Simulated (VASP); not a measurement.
# Ir in VASP: further runs

The runs below take Ir through relaxation of cell and atoms, single point, with PBE.

Everything below comes from runs of VASP 6.6.1. Logs are shortened: lines on timing, memory, paths and dates and some standing lists are left out, and cuts for length are marked.

## (1) The cell of the first run

The structure is cubic, space group Fm-3m (No. 225). The conventional cell has a = 3.856 Å, b = 3.856 Å, c = 3.856 Å, α = 90.00°, β = 90.00°, γ = 90.00°. Within 3.6 Å of Ir (site symmetry m-3m) lie 12 Ir at 2.73 Å.

## (2) Relaxation of cell and atoms, PBE, target pressure 4 GPa, at which the enthalpy is minimised

Contents of INCAR:

```
SYSTEM = Ir
  PREC = Accurate
  ENCUT = 600
  EDIFF = 1E-6
  ISMEAR = 0
  SIGMA = 0.1
  LREAL = .False.
  LASPH = .True.
  NELM = 60
  ALGO = Fast
  ISIF = 3
  LWAVE = .False.
  LCHARG = .False.
  GGA = PE
  IBRION = 2
  NSW = 70
  EDIFFG = -0.008
  PSTRESS = 40.0
```

Contents of KPOINTS:

```
Automatic mesh
0
Gamma
  18 18 18
  0 0 0
```

Contents of POSCAR:

```
Ir
1.0
    0.0000000000      1.9280345991      1.9280345991
    1.9280345991      0.0000000000      1.9280345991
    1.9280345991      1.9280345991      0.0000000000
Ir
1
Direct
    0.0000000000      0.0000000000      0.0000000000
```

Potentials or basis: VASP PAW PBE potentials, release 64 (Ir).

Command:

```sh
cat potpaw_PBE.64/Ir/POTCAR > POTCAR
mpirun -np 1 vasp_std > vasp.out
```

OUTCAR:

```text
SYSTEM = Ir
   PREC = Accurate
   ENCUT = 600
   EDIFF = 1E-6
   ISMEAR = 0
   LREAL = .False.
   LASPH = .True.
   NELM = 60
   ISIF = 3
   GGA = PE
   IBRION = 2
   NSW = 70
   EDIFFG = -0.008
   PSTRESS = 40.0

 ion  position               nearest neighbor table
   1  0.000  0.000  0.000-

  LATTYP: Found a face centered cubic cell.
 ALAT       =     3.8560691982

  Lattice vectors:

 A1 = (   0.0000000000,   1.9280345991,   1.9280345991)
 A2 = (   1.9280345991,   0.0000000000,   1.9280345991)
 A3 = (   1.9280345991,   1.9280345991,   0.0000000000)

Analysis of symmetry for initial positions (statically):
=====================================================================
 Subroutine PRICEL returns:
 Original cell was already a primitive cell.

 Routine SETGRP: Setting up the symmetry group for a
 face centered cubic supercell.

 Subroutine GETGRP returns: Found 48 space group operations
 (whereof 48 operations were pure point group operations)
 out of a pool of 48 trial point group operations.

The static configuration has the point symmetry O_h .

Analysis of symmetry for dynamics (positions and initial velocities):
=====================================================================
 Subroutine PRICEL returns:
 Original cell was already a primitive cell.

 Routine SETGRP: Setting up the symmetry group for a
 face centered cubic supercell.

 Subroutine GETGRP returns: Found 48 space group operations
 (whereof 48 operations were pure point group operations)
 out of a pool of 48 trial point group operations.

The dynamic configuration has the point symmetry O_h .

 Subroutine INISYM returns: Found 48 space group operations
 (whereof 48 operations are pure point group operations),
 and found     1 'primitive' translations

----------------------------------------------------------------------------------------

                                     Primitive cell

  volume of cell :      14.3342

  direct lattice vectors                    reciprocal lattice vectors
     0.000000000  1.928034599  1.928034599    -0.259331446  0.259331446  0.259331446
     1.928034599  0.000000000  1.928034599     0.259331446 -0.259331446  0.259331446
     1.928034599  1.928034599  0.000000000     0.259331446  0.259331446 -0.259331446

  length of vectors
     2.726652679  2.726652679  2.726652679     0.449175240  0.449175240  0.449175240

  position of ions in fractional coordinates (direct lattice)
     0.000000000  0.000000000  0.000000000

  ion indices of the primitive-cell ions
   primitive index   ion index
                 1           1

----------------------------------------------------------------------------------------

 KPOINTS: Automatic mesh

Automatic generation of k-mesh.
 Grid dimensions read from file:
 generate k-points for:   18   18   18

 Generating k-lattice:

  Cartesian coordinates                     Fractional coordinates (reciprocal lattice)
    -0.014407303  0.014407303  0.014407303     0.055555556  0.000000000  0.000000000
     0.014407303 -0.014407303  0.014407303     0.000000000  0.055555556  0.000000000
     0.014407303  0.014407303 -0.014407303     0.000000000  0.000000000  0.055555556

  Length of vectors
     0.024954180  0.024954180  0.024954180

  Shift w.r.t. Gamma in fractional coordinates (k-lattice)
     0.000000000  0.000000000  0.000000000

 Subroutine IBZKPT returns following result:
 ===========================================

 Found    195 irreducible k-points:

 Following reciprocal coordinates:
            Coordinates               Weight
  0.000000  0.000000  0.000000      1.000000
  0.055556  0.000000  0.000000      8.000000
  0.111111  0.000000  0.000000      8.000000
  0.166667  0.000000  0.000000      8.000000
  0.222222  0.000000  0.000000      8.000000
  0.277778  0.000000  0.000000      8.000000
[... 16 lines left out ...]
 -0.277778  0.055556  0.000000     24.000000
 -0.222222  0.055556  0.000000     24.000000
 [... further k-points ...]
   k-points           NKPTS =    195   k-points in BZ     NKDIM =    195   number of bands    NBANDS=      8
   number of dos      NEDOS =    301   number of ions     NIONS =      1
   total plane-waves  NPLWV =  13824
   dimension x,y,z NGX =    24 NGY =   24 NGZ =   24
   dimension x,y,z NGXF=    48 NGYF=   48 NGZF=   48
   ions per type =               1
   NGX,Y,Z   is equivalent  to a cutoff of  14.63, 14.63, 14.63 a.u.
   NGXF,Y,Z  is equivalent  to a cutoff of  29.27, 29.27, 29.27 a.u.
 SYSTEM =  Ir
   PREC   = accura    normal or accurate (medium, high low for compatibility)
   ISTART =      0    job   : 0-new  1-cont  2-samecut
   ICHARG =      2    charge: 1-file 2-atom 10-const
   ISPIN  =      1    spin polarized calculation?
   LNONCOLLINEAR =      F non collinear calculations
   LSORBIT =      F    spin-orbit coupling
   LASPH  =      T    aspherical Exc in radial PAW
   ENCUT  =  600.0 eV  44.10 Ry    6.64 a.u.   5.45  5.45  5.45*2*pi/ulx,y,z
   NELM   =     60;   NELMIN=  2; NELMDL= -5     # of ELM steps
   EDIFF  = 0.1E-05   stopping-criterion for ELM
   LREAL  =      F    real-space projection
   EDIFFG = -.8E-02   stopping-criterion for IOM
   NSW    =     70    number of steps for IOM
   IBRION =      2    ionic relax: 0-MD 1-quasi-New 2-CG
   NFREE  =      1    steps in history (QN), initial steepest desc. (CG)
   ISIF   =      3    stress and relaxation
   ISYM   =      2    0-nonsym 1-usesym 2-fastsym
   POTIM  = 0.5000    time-step for ionic-motion
   TEBEG  =    0.0;   TEEND  =   0.0 temperature during run
   PSTRESS=   40.0 pullay stress
   NELECT =       9.0000    total number of electrons
   NUPDOWN=      -1.0000    fix difference up-down
   EMIN   =  10.00;   EMAX   =-10.00  energy-range for DOS
   EFERMI =   0.00;   METHOD = LEGACY
   ISMEAR =     0;   SIGMA  =   0.10  broadening in eV -4-tet -1-fermi 0-gaus
   EFERMI_NEDOS =   21; number of points for ismear=-14 and -15
   IALGO  =     68    algorithm
   IMIX   =      4    mixing-type and parameters
     AMIX     =   0.40;   BMIX     =  1.00
     AMIX_MAG =   1.60;   BMIX_MAG =  1.00
  volume/ion in A,a.u.               =      14.33        96.73
  Fermi-wavevector in a.u.,A,eV,Ry     =   1.401837  2.649088 26.737447  1.965147
  Thomas-Fermi vector in A             =   2.524659
   LORBIT       =      0    0 simple, 1 ext, 2 COOP (PROOUT), +10 PAW based schemes
   GGA     = PE    functional components
   LHFCALC =     F    Hartree Fock is set to
   AEXX    =    0.0000 exact exchange contribution
   IVDW    =     0    specifies the selected vdW correction
   LEPSILON=     F    determine dielectric tensor
   LRPA    =     F    only Hartree local field effects (RPA)
 conjugate gradient relaxation of ions
 non-spin polarized calculation
 RMM-DIIS sequential band-by-band and
 Gauss-broadening in eV      SIGMA  =   0.10
  energy-cutoff  :      600.00
  volume of cell :       14.33
 maximum number of plane-waves:       531
 NGX is ok and might be reduce to    24
   NGX = 11   NGY = 11   NGZ = 11

--------------------------------------- Ionic step        1  -------------------------------------------

 number of electron       9.0000000 magnetization

 Free energy of the ion-electron system (eV)
  ---------------------------------------------------
  ext. energy  EPLUGINS =         0.00000000
  ---------------------------------------------------
  free energy    TOTEN  =        -8.85133754 eV

  energy without entropy =       -8.84609524  energy(sigma->0) =       -8.84871639

------------------------ aborting loop because EDIFF is reached ----------------------------------------

  FORCE on cell =-STRESS in cart. coord.  units (eV):
  Direction    XX          YY          ZZ          XY          YZ          ZX
  --------------------------------------------------------------------------------------
  -------------------------------------------------------------------------------------
  Total        0.4143319      0.4143319      0.4143319      0.0000000      0.0000000      0.0000000
  in kB       46.3110369     46.3110369     46.3110369      0.0000000      0.0000000      0.0000000
  external PRESSURE =       6.3110369 kB  Pullay stress =      40.0000000 kB

 VOLUME and BASIS-vectors are now :
 -----------------------------------------------------------------------------
  energy-cutoff  :      600.00
  volume of cell :       14.33
      direct lattice vectors                 reciprocal lattice vectors
     0.000000000  1.928034599  1.928034599    -0.259331446  0.259331446  0.259331446
     1.928034599  0.000000000  1.928034599     0.259331446 -0.259331446  0.259331446
     1.928034599  1.928034599  0.000000000     0.259331446  0.259331446 -0.259331446
[... 44 lines left out ...]
  FREE ENERGIE OF THE ION-ELECTRON SYSTEM (eV)
  ---------------------------------------------------
  free  energy   TOTEN  =        -8.8536502554 eV

  energy  without entropy=       -8.8483221227  energy(sigma->0) =       -8.85098619

  enthalpy is  TOTEN    =        -8.4928490238 eV   P V=        0.3608012317

--------------------------------------- Ionic step        3  -------------------------------------------

 number of electron       9.0000000 magnetization

 Free energy of the ion-electron system (eV)
  ---------------------------------------------------
  ext. energy  EPLUGINS =         0.00000000
  ---------------------------------------------------
  free energy    TOTEN  =        -8.85203602 eV

  energy without entropy =       -8.84677442  energy(sigma->0) =       -8.84940522

 E-fermi :  10.1807     XC(G=0): -13.8992

 val. band max:       10.1772732144   @ k =   0.5000   0.2222   0.1111
 cond. band min:      10.1857443009   @ k =   0.3333   0.1111   0.0556
 fundamental gap:      0.0084710866
 Fermi energy:        10.1807269723

 k-point     1 :       0.0000    0.0000    0.0000
  band No.  band energies     occupation
      1      -0.8106      2.00000
      2       6.3504      2.00000
      3       6.3504      2.00000
      4       6.3504      2.00000
      5       8.9758      2.00000
      6       8.9758      2.00000
      7      24.5028      0.00000
      8      30.0003      0.00000

 k-point     2 :       0.0556    0.0000    0.0000
  band No.  band energies     occupation
      1      -0.6751      2.00000
      2       6.2784      2.00000
      3       6.4092      2.00000
      4       6.4092      2.00000
      5       8.9380      2.00000
      6       8.9380      2.00000
      7      24.7359      0.00000
      8      29.2593      0.00000
[... 221 lines left out ...]
 k-point    23 :      -0.2778    0.0556    0.0000
  band No.  band energies     occupation
      1       1.9519      2.00000
      2       6.0314      2.00000
      3       6.6530      2.00000
      4       6.7579      2.00000
      5       9.1721      2.00000
      6      10.0645      1.89975
      7      22.5861      0.00000
      8      26.4116      0.00000

 k-point    24 :      -0.2222    0.0556    0.0000
  band No.  band energies     occupation
      1       1.3781      2.00000
      2       5.6976      2.00000
      3       6.7974      2.00000
      4       6.8876      2.00000
      5       8.6982      2.00000
      6       9.5363      2.00000
      7      24.2491      0.00000
      8      27.0268      0.00000

 [... further k-points ...]

------------------------ aborting loop because EDIFF is reached ----------------------------------------

  FORCE on cell =-STRESS in cart. coord.  units (eV):
  Direction    XX          YY          ZZ          XY          YZ          ZX
  --------------------------------------------------------------------------------------
  -------------------------------------------------------------------------------------
  Total        0.3591367      0.3591367      0.3591367      0.0000000      0.0000000      0.0000000
  in kB       40.0693185     40.0693185     40.0693185      0.0000000      0.0000000      0.0000000
  external PRESSURE =       0.0693185 kB  Pullay stress =      40.0000000 kB

 VOLUME and BASIS-vectors are now :
 -----------------------------------------------------------------------------
  energy-cutoff  :      600.00
  volume of cell :       14.36
      direct lattice vectors                 reciprocal lattice vectors
     0.000000000  1.929195073  1.929195073    -0.259175449  0.259175449  0.259175449
     1.929195073 -0.000000000  1.929195073     0.259175449 -0.259175449  0.259175449
     1.929195073  1.929195073  0.000000000     0.259175449  0.259175449 -0.259175449

 POSITION                                       TOTAL-FORCE (eV/Angst)
 -----------------------------------------------------------------------------------
      0.00000      0.00000      0.00000        -0.000000     -0.000000      0.000000
 -----------------------------------------------------------------------------------
    total drift:                               -0.000000      0.000000      0.000000

  FREE ENERGIE OF THE ION-ELECTRON SYSTEM (eV)
  ---------------------------------------------------
  free  energy   TOTEN  =        -8.8520360151 eV

  energy  without entropy=       -8.8467744230  energy(sigma->0) =       -8.84940522

  enthalpy is  TOTEN    =        -8.4935205977 eV   P V=        0.3585154174

 reached required accuracy - stopping structural energy minimisation
```

Run time: 90 s. Hardware: 1 thread of AMD EPYC 7R43 (Zen 3), shared host; peak memory 0.14 GiB.

Results:

| Quantity | Value |
| --- | --- |
| Free energy | -8.8520 eV |
| Relaxed volume | 14.36 Å³/atom |
| Relaxed cell | a = 2.728 Å, b = 2.728 Å, c = 2.728 Å, α = 60.00°, β = 60.00°, γ = 60.00° |
| Space group after relaxing (to 0.05 Å) | Fm-3m (No. 225) |
| Energy change on relaxing (the enthalpy is what falls) | -0.7 meV/atom |
| Ionic steps | 3 |
| Pressure after relaxing | 4.0 GPa |

The path:
| step | energy change (eV) | largest force (eV/Å) | pressure (GPa) | volume (Å³) |
| --- | --- | --- | --- | --- |
| 1 | 0.0000 | 0.0000 | 4.63 | 14.33 |
| 2 | -0.0023 | 0.0000 | 1.62 | 14.45 |
| 3 | -0.0007 | 0.0000 | 4.01 | 14.36 |

Final structure:
```xyz
1
Lattice="0.0000 1.9292 1.9292 1.9292 0.0000 1.9292 1.9292 1.9292 0.0000" Properties=species:S:1:pos:R:3 pbc="T T T"
Ir    0.0000    0.0000    0.0000
```

Levels at points of the mesh, in eV from the Fermi level:
```
           k point  band 2  band 3  band 4  band 5  band 6  band 7
(0.00, 0.00, 0.00)   -3.83   -3.83   -3.83   -1.20   -1.20   14.32
(0.50, 0.00, 0.00)   -3.93   -3.93   -0.75    0.84    0.84    7.08
(0.50, 0.50, 0.00)   -7.21    0.81    1.40    1.40    1.67   10.28
```

Caveat: the cell is relaxed towards a set pressure, so the enthalpy falls and the energy may rise; spin-orbit coupling is left out, which moves the levels of the heavy elements.

## (3) Single point, PBE (uniaxial strain along a: +3.0 %)

Contents of INCAR:

```
SYSTEM = Ir
PREC = Accurate
ENCUT = 520
EDIFF = 1E-6
ISMEAR = 0
SIGMA = 0.1
LREAL = .False.
LASPH = .True.
NELM = 80
ALGO = Fast
ISIF = 2
LWAVE = .False.
LCHARG = .True.
GGA = PE
LELF = .True.
LVHAR = .True.
NBANDS = 16
```

Contents of KPOINTS:

```
Automatic mesh
0
Gamma
  18 18 14
  0 0 0
```

Contents of POSCAR:

```
Ir
1.0
    1.9933860993      1.9933860993      0.0000000000
   -1.9208113626      1.9208113626      0.0000000000
    0.0000000000      0.0000000000      3.8416227253
Ir
2
Direct
    0.0000000000      0.0000000000      0.0000000000
    0.5000000000      0.5000000000      0.5000000000
```

Potentials or basis: VASP PAW PBE potentials, release 64 (Ir).

Command:

```sh
cat potpaw_PBE.64/Ir/POTCAR > POTCAR
mpirun -np 1 vasp_std > vasp.out
```

Run time: 2.8 min. Hardware: 1 thread of Intel Xeon Platinum 8375C at 2.90GHz (Ice Lake), shared host; peak memory 0.41 GiB.

It converged, with:

```
Free energy            : -17.6652 eV
Pressure               : -3.8 GPa
Band gap on the k mesh : zero (band 9 reaches 11.20 eV, above the bottom of band 10 at 8.01 eV)
```

Stress tensor (GPa, compression positive):
```
-5.62 -8.27  0.00
-8.27 -5.62  0.00
 0.00  0.00 -0.26
```

Levels at points of the mesh, in eV from the Fermi level:
```csv
k point,band 7,band 8,band 9,band 10,band 11,band 12
"(0.00, 0.00, 0.00)",-1.26,-0.95,0.80,1.38,1.41,1.98
"(0.50, 0.00, 0.00)",-2.04,-2.04,-1.20,-1.20,2.17,2.17
"(0.00, 0.50, 0.00)",-2.60,-2.60,-1.45,-1.45,2.99,2.99
"(0.50, 0.50, 0.00)",1.32,1.32,1.47,1.47,1.60,1.60
"(0.00, 0.00, 0.50)",-2.01,-2.01,-1.63,-1.63,-0.31,-0.31
"(0.50, 0.00, 0.50)",-0.82,-0.82,0.56,0.56,0.99,0.99
"(0.00, 0.50, 0.50)",-0.47,-0.47,0.82,0.82,0.97,0.97
"(0.50, 0.50, 0.50)",-1.61,-1.61,1.25,1.25,7.70,7.70
```

Caveat: the cell differs from its parent crystal (uniaxial strain along a: +3.0 %); spin-orbit coupling is left out, which moves the levels of the heavy elements.

## (4) Single point, PBE

Contents of INCAR:

```
SYSTEM = Ir
  PREC = Accurate
  ENCUT = 500
  EDIFF = 1E-6
  ISMEAR = 0
  SIGMA = 0.1
  LREAL = .False.
  LASPH = .True.
  NELM = 120
  ALGO = Normal
  ISIF = 2
  LWAVE = .False.
  LCHARG = .False.
  GGA = PE
  NBANDS = 10
  GGA_COMPAT = .False.
```

Contents of KPOINTS:

```
Automatic mesh
0
Gamma
  8 8 8
  0 0 0
```

Contents of POSCAR:

```
Ir
1.0
    0.0000000000      1.9269646676      1.9269646676
    1.9269646676      0.0000000000      1.9269646676
    1.9269646676      1.9269646676      0.0000000000
Ir
1
Direct
    0.0000000000      0.0000000000      0.0000000000
```

Command:

```sh
cat potpaw_PBE.64/Ir/POTCAR > POTCAR
mpirun -np 1 vasp_std > vasp.out
```

It took 4.2 s on 1 thread of Intel Xeon 6975P-C, shared host; peak memory 0.13 GiB.

It converged, with:

```
Free energy : -8.7765 eV
Pressure    : 6.6 GPa
```

Levels at points of the mesh, in eV from the Fermi level:
```
           k point  band 2  band 3  band 4  band 5  band 6  band 7
(0.00, 0.00, 0.00)   -3.87   -3.87   -3.87   -1.22   -1.22   14.28
(0.50, 0.00, 0.00)   -3.97   -3.97   -0.78    0.83    0.83    7.10
(0.50, 0.50, 0.00)   -7.27    0.80    1.39    1.39    1.64   10.31
```

Caveat: spin-orbit coupling is left out, which moves the levels of the heavy elements.

## (5) Overview

```tsv
task	cell	k mesh	cutoff (eV)	gap on the mesh (eV)	pressure (GPa)
relaxation of cell and atoms	relaxed to 4 GPa from a = 2.727 Å, angles 60.0°, 1 atom	18 × 18 × 18	600	none	4.0
single point	a = 2.819, b = 2.716, c = 3.842 Å, 2 atoms	18 × 18 × 14	520	none	-3.8
single point	a = 2.725 Å, angles 60.0°, 1 atom	8 × 8 × 8	500	none	6.6
```

Alike in all rows: level PBE; potentials or basis VASP PAW PBE potentials, release 64 (Ir); no spin polarisation; smearing gaussian 0.1 eV.

Caveats: spin-orbit coupling is left out, which moves the levels of the heavy elements; the cell is relaxed towards a set pressure, so the enthalpy falls and the energy may rise (some runs).

Total energies depend on the potentials used, so only differences within one code and one set of settings carry meaning.
